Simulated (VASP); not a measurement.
**MgO: single point with PBE**

Crystal: MgO.

```
Mg O
1.0
     3.48408    0.00000    0.00000
    -1.74204    3.01730    0.00000
     0.00000    0.00000    4.18532
Mg O
2 2
Direct
  0.66667 0.33333 0.75000
  0.33333 0.66667 0.25000
  0.66667 0.33333 0.25000
  0.33333 0.66667 0.75000
```

| Item | Value |
| --- | --- |
| Program | VASP 6.6.1 |
| Task | single point |
| Functional | PBE |
| Potentials or basis | VASP PAW PBE potentials, release 64 (Mg, O) |
| Cutoff | 520 eV |
| k mesh | 6 × 6 × 4 |
| Occupations | gaussian, width 0.01 eV |
| Spin | no spin polarisation |

- Pressure: 4.0 GPa
- Band gap on the k mesh: 3.43 eV, direct

Stress tensor (GPa, compression positive):
```
3.82 0.00 0.00
0.00 3.82 0.00
0.00 0.00 4.29
```

Levels at points of the mesh, in eV from the valence-band top:
```csv
k point,band 4,band 5,band 6,band 7,band 8,band 9,band 10,band 11,band 12,band 13
"(0.00, 0.00, 0.00)",-1.74,-1.74,-0.81,-0.81,0.00,3.43,9.47,12.23,12.55,12.55
"(0.50, 0.00, 0.00)",-2.37,-2.34,-1.97,-1.30,-0.53,7.00,9.08,9.85,12.11,12.98
"(0.00, 0.00, 0.50)",-2.43,-1.29,-1.29,-1.29,-1.29,6.46,6.46,12.91,12.91,12.91
"(0.50, 0.00, 0.50)",-3.88,-1.54,-1.54,-0.82,-0.82,7.33,7.33,11.97,11.97,14.10
```

Wall time 20 s on 1 thread of Intel Xeon 8259CL (shared host), peak memory 0.17 GiB.

A hybrid or GW would open this gap; PBE tends to underestimate it.
